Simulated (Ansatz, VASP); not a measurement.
**KC4 in VASP and in Ansatz**

```xyz
10
Lattice="-3.7185 3.7185 3.1163 3.7185 -3.7185 3.1163 3.7185 3.7185 -3.1163" Properties=species:S:1:pos:R:3 pbc="T T T"
K     0.0000    0.0000    3.1163
K     3.7185    0.0000    1.5581
C     3.7185   -2.7386    2.8998
C     3.7185    2.7386    2.8998
C    -0.9799    3.7185    1.3416
C     0.9799    3.7185    1.3416
C     0.0000    4.6984    1.7746
C     0.0000    2.7386    1.7746
C     0.9799    0.0000    0.2165
C     6.4571    0.0000    0.2165
```

Alike in both runs: functional PBE; k mesh 8 × 8 × 8; occupations gaussian, width 0.1 eV; no spin polarisation.

Ansatz relaxed the structure, and its values are those at the end. VASP's run is a single point on that final structure, the one shown.

|  | VASP | Ansatz |
| --- | --- | --- |
| version | VASP 6.6.1 | Ansatz 0.2.0 |
| potentials or method | VASP PAW PBE potentials, release 64 (K_sv, C), cutoff 520 eV | scalar-relativistic, plane waves, PAW |
| valence electrons in the cell | 50 | 50 |

```tsv
	VASP	Ansatz	Ansatz less VASP
gap on the k mesh at the Fermi level (eV)	none	none	-
pressure (GPa)	0.3	0.0	-0.32
rms of the force components (eV/Å)	0.064	0.005	-0.0590
```

A gap of «none» marks a metal or a gap that the smearing closes.
